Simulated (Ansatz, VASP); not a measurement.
Given: the input of a run of VASP 6.6.1 on SnO.

The input INCAR:

```
SYSTEM = SnO
  PREC = Accurate
  ENCUT = 520
  EDIFF = 1E-7
  ISMEAR = -1
  SIGMA = 0.05
  LREAL = .FALSE.
  LASPH = .TRUE.
  NELM = 60
  ALGO = Normal
  ISIF = 2
  LWAVE = .FALSE.
  LCHARG = .FALSE.
  GGA = PE
  IVDW = 12
  NBANDS = 28
```

The input KPOINTS:

```
Automatic mesh
0
G
  7 7 6
  0 0 0
```

Contents of POSCAR:

```
SnO
1.0
    3.7621524798      0.0000000000      0.0000000000
    0.0000000000      3.7621524798      0.0000000000
    0.0000000000      0.0000000000      4.8208658347
Sn O
2 2
Direct
    0.5000000000      0.0000000000      0.7646261400
    0.0000000000      0.5000000000      0.2353738600
    0.0000000000      0.0000000000      0.0000000000
    0.5000000000      0.5000000000      0.0000000000
```

Potentials or basis: VASP PAW PBE potentials, release 64 (Sn_d, O).

The run is started by

```bash
$ cat potpaw_PBE.64/Sn_d/POTCAR potpaw_PBE.64/O/POTCAR > POTCAR
$ mpirun -np 1 vasp_std > vasp.out
```

Problem. Translate it to Ansatz 0.2.0. Potentials there: Ansatz PAW.

Solution. As run (the cutoff follows the program's own potentials):

input.yaml

```yaml
crystal:
  lattice:
    - [3.7621524798, 0.0, 0.0]
    - [0.0, 3.7621524798, 0.0]
    - [0.0, 0.0, 4.8208658347]
  atoms:
    - { symbol: Sn, position: [0.5, 0.0, 0.76462614] }
    - { symbol: Sn, position: [0.0, 0.5, 0.23537386] }
    - { symbol: O, position: [0.0, 0.0, 0.0] }
    - { symbol: O, position: [0.5, 0.5, 0.0] }
hamiltonian:
  xc: pbe
  pseudopotentials: { kind: paw }
  dispersion: d3bj
kpoints:
  mp_grid: { grid: [7, 7, 6] }
scf:
  occupations: { method: fermi_dirac, width: 0.05 }
output:
  forces: true
  stress: true
  eigenvalues: true
```

Potentials or basis: Ansatz PAW.

Command:

```console
$ ansatz run input.yaml --threads 2 --pin off --max-ram 5120MiB --backend cpu --events-out ev --progress --plain --runs-dir out
```

Both were run:

|  | VASP | Ansatz | Ansatz less VASP |
| --- | --- | --- | --- |
| gap on the k mesh at the Fermi level (eV) | 0.24 | 0.22 | -0.016 |
| least direct gap on the mesh (eV) | 2.03 | 2.07 | +0.039 |
| pressure (GPa) | 6.1 | 5.8 | -0.29 |
| traceless stress, the component that is largest in VASP (GPa) | -1.34 | -1.36 | -0.016 |
| rms of the force components (eV/Å) | 0.445 | 0.406 | -0.0394 |

Atom by atom the forces differ by 0.039 eV/Å (rms over components).

Noted on Ansatz's run: odd divisions of the mesh miss points on the zone boundary, where band edges often lie, so the gap on the mesh can be too wide.
